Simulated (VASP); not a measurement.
# PtS2 (P-3m1) in VASP: single point with PBE

Aim: the single point of PtS2 with PBE.

Program: VASP 6.6.1. These are calculated values, not measurements. Logs are shortened: lines on timing, memory, paths and dates and some standing lists are left out, and cuts for length are marked.

## Step 1: The cell of the first run

The structure is trigonal, space group P-3m1 (No. 164). The conventional cell has a = 3.543 Å, b = 3.543 Å, c = 5.039 Å, α = 90.00°, β = 90.00°, γ = 120.00°. Pt (site symmetry -3m) has 6 S at 2.34 Å within 3.1 Å. Within 3.1 Å of S (site symmetry 3m) lie 3 Pt at 2.34 Å and 3 S at 3.07 Å.

## Step 2: Single point, PBE

Input file INCAR:

```
SYSTEM = PtS2
  PREC = Accurate
  ENCUT = 520
  EDIFF = 1E-6
  ISMEAR = 0
  SIGMA = 0.05
  LREAL = Auto
  LASPH = .TRUE.
  NELM = 80
  ALGO = Normal
  ISIF = 2
  LWAVE = .FALSE.
  LCHARG = .FALSE.
  GGA = PE
  NBANDS = 231
  LUSENCCL = .FALSE.
```

Input file KPOINTS:

```
Automatic mesh
0
G
  3 3 1
  0 0 0
```

Input file POSCAR:

```
PtS2
1.0
   10.6296000000      0.0000000000      0.0000000000
   -5.3148000000      9.2055040000      0.0000000000
    0.0000000000      0.0000000000     10.0776000000
Pt S
18 36
Direct
    0.0000000000      0.0000000000      0.0000000000
    0.0000000000      0.0000000000      0.5000000000
    0.0000000000      0.3333330000      0.0000000000
    0.0000000000      0.3333330000      0.5000000000
    0.0000000000      0.6666670000      0.0000000000
    0.0000000000      0.6666670000      0.5000000000
    0.3333330000      0.0000000000      0.0000000000
    0.3333330000      0.0000000000      0.5000000000
    0.3333330000      0.3333330000      0.0000000000
    0.3333330000      0.3333330000      0.5000000000
    0.3333330000      0.6666670000      0.0000000000
    0.3333330000      0.6666670000      0.5000000000
    0.6666670000      0.0000000000      0.0000000000
    0.6666670000      0.0000000000      0.5000000000
    0.6666670000      0.3333330000      0.0000000000
    0.6666670000      0.3333330000      0.5000000000
    0.6666670000      0.6666670000      0.0000000000
    0.6666670000      0.6666670000      0.5000000000
    0.1111110000      0.2222220000      0.1135000000
    0.1111110000      0.2222220000      0.6135000000
    0.1111110000      0.5555560000      0.1135000000
    0.1111110000      0.5555560000      0.6135000000
    0.1111110000      0.8888890000      0.1135000000
    0.1111110000      0.8888890000      0.6135000000
    0.4444440000      0.2222220000      0.1135000000
    0.4444440000      0.2222220000      0.6135000000
    0.4444440000      0.5555560000      0.1135000000
    0.4444440000      0.5555560000      0.6135000000
    0.4444440000      0.8888890000      0.1135000000
    0.4444440000      0.8888890000      0.6135000000
    0.7777780000      0.2222220000      0.1135000000
    0.7777780000      0.2222220000      0.6135000000
    0.7777780000      0.5555560000      0.1135000000
    0.7777780000      0.5555560000      0.6135000000
    0.7777780000      0.8888890000      0.1135000000
    0.7777780000      0.8888890000      0.6135000000
    0.2222220000      0.1111110000      0.3865000000
    0.2222220000      0.1111110000      0.8865000000
    0.2222220000      0.4444440000      0.3865000000
    0.2222220000      0.4444440000      0.8865000000
    0.2222220000      0.7777780000      0.3865000000
    0.2222220000      0.7777780000      0.8865000000
    0.5555560000      0.1111110000      0.3865000000
    0.5555560000      0.1111110000      0.8865000000
    0.5555560000      0.4444440000      0.3865000000
    0.5555560000      0.4444440000      0.8865000000
    0.5555560000      0.7777780000      0.3865000000
    0.5555560000      0.7777780000      0.8865000000
    0.8888890000      0.1111110000      0.3865000000
    0.8888890000      0.1111110000      0.8865000000
    0.8888890000      0.4444440000      0.3865000000
    0.8888890000      0.4444440000      0.8865000000
    0.8888890000      0.7777780000      0.3865000000
    0.8888890000      0.7777780000      0.8865000000
```

Potentials or basis: VASP PAW PBE potentials, release 64 (Pt, S).

Run with:

```bash
cat potpaw_PBE.64/Pt/POTCAR potpaw_PBE.64/S/POTCAR > POTCAR
mpirun -np 1 vasp_std > vasp.out
```

OUTCAR:

```text
SYSTEM = PtS2
   PREC = Accurate
   ENCUT = 520
   EDIFF = 1E-6
   ISMEAR = 0
   LREAL = Auto
   LASPH = .TRUE.
   NELM = 80
   ISIF = 2
   GGA = PE

 ion  position               nearest neighbor table
   1  0.000  0.000  0.000-  23 2.34  35 2.34  38 2.34  50 2.34  19 2.34  54 2.34
   2  0.000  0.000  0.500-  24 2.34  36 2.34  37 2.34  49 2.34  20 2.34  53 2.34
   3  0.000  0.333  0.000-  52 2.34  31 2.34  40 2.34  19 2.34  50 2.34  21 2.34
   4  0.000  0.333  0.500-  51 2.34  32 2.34  39 2.34  20 2.34  49 2.34  22 2.34
   5  0.000  0.667  0.000-  21 2.34  33 2.34  42 2.34  54 2.34  23 2.34  52 2.34
   6  0.000  0.667  0.500-  22 2.34  34 2.34  41 2.34  53 2.34  24 2.34  51 2.34
[... 10 lines left out ...]
  17  0.667  0.667  0.000-  33 2.34  48 2.34  54 2.34  35 2.34  27 2.34  46 2.34
  18  0.667  0.667  0.500-  34 2.34  47 2.34  53 2.34  36 2.34  28 2.34  45 2.34
  19  0.111  0.222  0.114-   3 2.34   9 2.34   1 2.34
  20  0.111  0.222  0.614-   4 2.34  10 2.34   2 2.34
  21  0.111  0.556  0.114-   5 2.34  11 2.34   3 2.34
  22  0.111  0.556  0.614-   6 2.34  12 2.34   4 2.34
  23  0.111  0.889  0.114-   1 2.34   7 2.34   5 2.34
  24  0.111  0.889  0.614-   2 2.34   8 2.34   6 2.34
[... 28 lines left out ...]
  53  0.889  0.778  0.386-   6 2.34  18 2.34   2 2.34
  54  0.889  0.778  0.886-   5 2.34  17 2.34   1 2.34

  LATTYP: Found a hexagonal cell.
 ALAT       =    10.6296000000
 C/A-ratio  =     0.9480695417

  Lattice vectors:

 A1 = (  10.6296000000,   0.0000000000,   0.0000000000)
 A2 = (  -5.3148000000,   9.2055040000,   0.0000000000)
 A3 = (   0.0000000000,   0.0000000000,  10.0776000000)

Analysis of symmetry for initial positions (statically):
=====================================================================
 Subroutine PRICEL returns following result:

  LATTYP: Found a hexagonal cell.
 ALAT       =     3.5431964568
 C/A-ratio  =     1.4221057346

  Lattice vectors:

 A1 = (   3.5431964568,   0.0000000000,   0.0000000000)
 A2 = (  -1.7715982284,   3.0684982648,   0.0000000000)
 A3 = (   0.0000000000,   0.0000000000,   5.0388000000)

  18 primitive cells build up your supercell.

 Routine SETGRP: Setting up the symmetry group for a
 hexagonal supercell.

 Subroutine GETGRP returns: Found 12 space group operations
 (whereof 12 operations were pure point group operations)
 out of a pool of 24 trial point group operations.

The static configuration has the point symmetry D_3d.

Analysis of symmetry for dynamics (positions and initial velocities):
=====================================================================
 Subroutine PRICEL returns following result:

  LATTYP: Found a hexagonal cell.
 ALAT       =     3.5431964568
 C/A-ratio  =     1.4221057346

  Lattice vectors:

 A1 = (   3.5431964568,   0.0000000000,   0.0000000000)
 A2 = (  -1.7715982284,   3.0684982648,   0.0000000000)
 A3 = (   0.0000000000,   0.0000000000,   5.0388000000)

  18 primitive cells build up your supercell.

 Routine SETGRP: Setting up the symmetry group for a
 hexagonal supercell.

 Subroutine GETGRP returns: Found 12 space group operations
 (whereof 12 operations were pure point group operations)
 out of a pool of 24 trial point group operations.

The dynamic configuration has the point symmetry D_3d.

 Subroutine INISYM returns: Found 12 space group operations
 (whereof 12 operations are pure point group operations),
 and found    18 'primitive' translations

----------------------------------------------------------------------------------------

                                     Primitive cell

  volume of cell :      54.7833

  direct lattice vectors                    reciprocal lattice vectors
     3.543196457  0.000000000  0.000000000     0.282231034  0.162946157 -0.000000000
    -1.771598228  3.068498265  0.000000000     0.000000000  0.325892314  0.000000000
     0.000000000  0.000000000  5.038800000     0.000000000 -0.000000000  0.198459951

  length of vectors
     3.543196457  3.543196563  5.038800000     0.325892324  0.325892314  0.198459951

  position of ions in fractional coordinates (direct lattice)
     0.000000000  0.000000000  0.000000000
     0.333333333  0.666669667  0.227000000
     0.666669667  0.333333333  0.773000000

  ion indices of the primitive-cell ions
   primitive index   ion index
                 1           1
                 2          23
                 3          50

----------------------------------------------------------------------------------------

 KPOINTS: Automatic mesh

Automatic generation of k-mesh.
 Grid dimensions read from file:
 generate k-points for:    3    3    1

 Generating k-lattice:

  Cartesian coordinates                     Fractional coordinates (reciprocal lattice)
     0.031358972  0.018105110 -0.000000000     0.333333333  0.000000000  0.000000000
     0.000000000  0.036210221  0.000000000     0.000000000  0.333333333  0.000000000
     0.000000000 -0.000000000  0.099229975     0.000000000  0.000000000  1.000000000

  Length of vectors
     0.036210222  0.036210221  0.099229975

  Shift w.r.t. Gamma in fractional coordinates (k-lattice)
     0.000000000  0.000000000  0.000000000

 Subroutine IBZKPT returns following result:
 ===========================================

 Found      3 irreducible k-points:

 Following reciprocal coordinates:
            Coordinates               Weight
  0.000000  0.000000  0.000000      1.000000
  0.333333  0.000000  0.000000      6.000000
  0.333333  0.333333  0.000000      2.000000
   k-points           NKPTS =      3   k-points in BZ     NKDIM =      3   number of bands    NBANDS=    231
   number of dos      NEDOS =    301   number of ions     NIONS =     54
   total plane-waves  NPLWV = 512000
   dimension x,y,z NGX =    80 NGY =   80 NGZ =   80
   dimension x,y,z NGXF=   160 NGYF=  160 NGZF=  160
   ions per type =              18  36
   NGX,Y,Z   is equivalent  to a cutoff of  12.51, 12.51, 13.20 a.u.
   NGXF,Y,Z  is equivalent  to a cutoff of  25.02, 25.02, 26.39 a.u.
 SYSTEM =  PtS2
   PREC   = accura    normal or accurate (medium, high low for compatibility)
   ISTART =      0    job   : 0-new  1-cont  2-samecut
   ICHARG =      2    charge: 1-file 2-atom 10-const
   ISPIN  =      1    spin polarized calculation?
   LNONCOLLINEAR =      F non collinear calculations
   LSORBIT =      F    spin-orbit coupling
   LASPH  =      T    aspherical Exc in radial PAW
   ENCUT  =  520.0 eV  38.22 Ry    6.18 a.u.  19.76 19.76 18.74*2*pi/ulx,y,z
   NELM   =     80;   NELMIN=  2; NELMDL= -5     # of ELM steps
   EDIFF  = 0.1E-05   stopping-criterion for ELM
   LREAL  =      T    real-space projection
   EDIFFG = 0.1E-04   stopping-criterion for IOM
   NSW    =      0    number of steps for IOM
   IBRION =     -1    ionic relax: 0-MD 1-quasi-New 2-CG
   NFREE  =      0    steps in history (QN), initial steepest desc. (CG)
   ISIF   =      2    stress and relaxation
   ISYM   =      2    0-nonsym 1-usesym 2-fastsym
   POTIM  = 0.5000    time-step for ionic-motion
   TEBEG  =    0.0;   TEEND  =   0.0 temperature during run
   PSTRESS=    0.0 pullay stress
   NELECT =     396.0000    total number of electrons
   NUPDOWN=      -1.0000    fix difference up-down
   EMIN   =  10.00;   EMAX   =-10.00  energy-range for DOS
   EFERMI =   0.00;   METHOD = LEGACY
   ISMEAR =     0;   SIGMA  =   0.05  broadening in eV -4-tet -1-fermi 0-gaus
   EFERMI_NEDOS =   21; number of points for ismear=-14 and -15
   IALGO  =     38    algorithm
   IMIX   =      4    mixing-type and parameters
     AMIX     =   0.40;   BMIX     =  1.00
     AMIX_MAG =   1.60;   BMIX_MAG =  1.00
  volume/ion in A,a.u.               =      18.26       123.23
  Fermi-wavevector in a.u.,A,eV,Ry     =   1.207812  2.282434 19.848314  1.458810
  Thomas-Fermi vector in A             =   2.343439
   LORBIT       =      0    0 simple, 1 ext, 2 COOP (PROOUT), +10 PAW based schemes
   GGA     = PE    functional components
   LHFCALC =     F    Hartree Fock is set to
   AEXX    =    0.0000 exact exchange contribution
   IVDW    =     0    specifies the selected vdW correction
   LEPSILON=     F    determine dielectric tensor
   LRPA    =     F    only Hartree local field effects (RPA)
 non-spin polarized calculation
 Gauss-broadening in eV      SIGMA  =   0.05
  energy-cutoff  :      520.00
  volume of cell :      986.10
 maximum number of plane-waves:     26629
 NGX is ok and might be reduce to    80
   NGX = 39   NGY = 39   NGZ = 37

 number of electron     396.0000014 magnetization

 Free energy of the ion-electron system (eV)
  ---------------------------------------------------
  ext. energy  EPLUGINS =         0.00000000
  ---------------------------------------------------
  free energy    TOTEN  =      -274.90687226 eV

  energy without entropy =     -274.90687226  energy(sigma->0) =     -274.90687226

 E-fermi :   6.9462     XC(G=0): -10.5744

 val. band max:        6.6922978462   @ k =   0.3333   0.0000   0.0000
 cond. band min:       7.7877306967   @ k =   0.0000   0.0000   0.0000
 fundamental gap:      1.0954328505
 Fermi energy:         6.9462022770

 k-point     1 :       0.0000    0.0000    0.0000
  band No.  band energies     occupation
      1      -8.8199      2.00000
      2      -8.5382      2.00000
      3      -7.5406      2.00000
      4      -7.5405      2.00000
      5      -7.5404      2.00000
      6      -7.5403      2.00000
[... 202 lines left out ...]
    209       8.4095      0.00000
    210       8.4095      0.00000

 k-point     2 :       0.3333    0.0000    0.0000
  band No.  band energies     occupation
      1      -8.6543      2.00000
      2      -8.3737      2.00000
      3      -8.1899      2.00000
      4      -7.9182      2.00000
      5      -7.7763      2.00000
      6      -7.7763      2.00000
[... 202 lines left out ...]
    209       8.2708      0.00000
    210       8.2709      0.00000

 k-point     3 :       0.3333    0.3333    0.0000
  band No.  band energies     occupation
      1      -8.3388      2.00000
      2      -8.3386      2.00000
      3      -8.3385      2.00000
      4      -8.0626      2.00000
      5      -8.0624      2.00000
      6      -8.0622      2.00000
[... 202 lines left out ...]
    209       8.4500      0.00000
    210       8.4500      0.00000
 [bands above 210 left out]

------------------------ aborting loop because EDIFF is reached ----------------------------------------

  FORCE on cell =-STRESS in cart. coord.  units (eV):
  Direction    XX          YY          ZZ          XY          YZ          ZX
  --------------------------------------------------------------------------------------
  -------------------------------------------------------------------------------------
  Total       71.2808104     71.2808161     63.1044849      0.0000000      0.0000000     -0.0000000
  in kB      115.8141440    115.8141532    102.5295849      0.0000000      0.0000000     -0.0000000
  external PRESSURE =     111.3859607 kB  Pullay stress =       0.0000000 kB

 VOLUME and BASIS-vectors are now :
 -----------------------------------------------------------------------------
  energy-cutoff  :      520.00
  volume of cell :      986.10
      direct lattice vectors                 reciprocal lattice vectors
    10.629600000  0.000000000  0.000000000     0.094076917  0.054315331 -0.000000000
    -5.314800000  9.205504000  0.000000000     0.000000000  0.108630663  0.000000000
     0.000000000  0.000000000 10.077600000     0.000000000 -0.000000000  0.099229975

 POSITION                                       TOTAL-FORCE (eV/Angst)
 -----------------------------------------------------------------------------------
      0.00000      0.00000      0.00000        -0.000000     -0.000000      0.000000
      0.00000      0.00000      5.03880        -0.000000      0.000000      0.000000
     -1.77160      3.06850      0.00000        -0.000000      0.000000      0.000000
     -1.77160      3.06850      5.03880        -0.000000      0.000000      0.000000
     -3.54320      6.13701      0.00000        -0.000000     -0.000000      0.000000
     -3.54320      6.13701      5.03880        -0.000000      0.000000      0.000000
[... 46 lines left out ...]
      5.31480      7.15984      3.89499        -0.000000     -0.000000     -1.220555
      5.31480      7.15984      8.93379         0.000000      0.000000     -1.220555
 -----------------------------------------------------------------------------------
    total drift:                               -0.000000      0.000000      0.000000

  FREE ENERGIE OF THE ION-ELECTRON SYSTEM (eV)
  ---------------------------------------------------
  free  energy   TOTEN  =      -274.9068722577 eV

  energy  without entropy=     -274.9068722577  energy(sigma->0) =     -274.90687226
```

Wall time 75 s (1 × NVIDIA H100 80GB with 1 thread of AMD EPYC 7R13 (Zen 3), shared host); peak memory 1.9 GiB.

What came out:

- Free energy: -274.9069 eV
- Pressure: 11.1 GPa
- Largest force: 1.221 eV/Å
- Band gap on the k mesh: 1.10 eV

Forces in eV/Å, atoms in the order of the input:
```
Pt   0.000  0.000  0.000
Pt   0.000  0.000  0.000
Pt   0.000  0.000  0.000
Pt   0.000  0.000  0.000
Pt   0.000  0.000  0.000
Pt   0.000  0.000  0.000
Pt   0.000  0.000  0.000
Pt   0.000  0.000  0.000
Pt   0.000  0.000  0.000
Pt   0.000  0.000  0.000
Pt   0.000  0.000  0.000
Pt   0.000  0.000  0.000
Pt   0.000  0.000  0.000
Pt   0.000  0.000  0.000
Pt   0.000  0.000  0.000
Pt   0.000  0.000  0.000
Pt   0.000  0.000  0.000
Pt   0.000  0.000  0.000
S    0.000  0.000  1.221
S    0.000  0.000  1.221
S    0.000  0.000  1.221
S    0.000  0.000  1.221
S    0.000  0.000  1.221
S    0.000  0.000  1.221
S    0.000  0.000  1.221
S    0.000  0.000  1.221
S    0.000  0.000  1.221
S    0.000  0.000  1.221
S    0.000  0.000  1.221
S    0.000  0.000  1.221
S    0.000  0.000  1.221
S    0.000  0.000  1.221
S    0.000  0.000  1.221
S    0.000  0.000  1.221
S    0.000  0.000  1.221
S    0.000  0.000  1.221
S    0.000  0.000 -1.221
S    0.000  0.000 -1.221
S    0.000  0.000 -1.221
S    0.000  0.000 -1.221
S    0.000  0.000 -1.221
S    0.000  0.000 -1.221
S    0.000  0.000 -1.221
S    0.000  0.000 -1.221
S    0.000  0.000 -1.221
S    0.000  0.000 -1.221
S    0.000  0.000 -1.221
S    0.000  0.000 -1.221
S    0.000  0.000 -1.221
S    0.000  0.000 -1.221
S    0.000  0.000 -1.221
S    0.000  0.000 -1.221
S    0.000  0.000 -1.221
S    0.000  0.000 -1.221
```

Stress tensor (GPa, compression positive):
```
11.58  0.00  0.00
 0.00 11.58  0.00
 0.00  0.00 10.25
```

Caveat: the k points lie up to 0.62 Å⁻¹ apart; spin-orbit coupling is left out, which moves the levels of the heavy elements; forces of over 1 eV/Å act on the atoms, so gaps and moduli don't describe the material at rest. A k mesh can miss the band edges.
